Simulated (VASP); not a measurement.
Crystal: SiO2.

```
CELL_PARAMETERS angstrom
0.00000 2.27209 2.27209
2.27209 0.00000 2.27209
2.27209 2.27209 0.00000
ATOMIC_POSITIONS crystal
Si 0.00000 0.00000 0.00000
O 0.25000 0.25000 0.25000
O 0.75000 0.75000 0.75000
```

This cell differs from its parent crystal: strain +0.3%.

Base run:

```yaml
Program: VASP 6.6.1
Functional: PBE
Potentials_or_basis: VASP PAW PBE potentials, release 64 (Si, O)
Cutoff: 520 eV
k_mesh: 10 × 10 × 10
Occupations: fermi-dirac, width 0.02 eV
Spin: no spin polarisation
```

Its results: band gap on the k mesh 2.04 eV, direct; pressure 7.2 GPa.

Task: The run is repeated on the same cell with these changes: functional from PBE to r2SCAN; occupations from fermi-dirac, width 0.02 eV to gaussian, width 0.01 eV. What comes out?

Result: Band gap on the k mesh 2.66 eV, direct; pressure -2.6 GPa.

Caveats: the PAW data sets were made with another functional, which shifts forces and pressure a little (some runs).

A k mesh can miss the band edges.
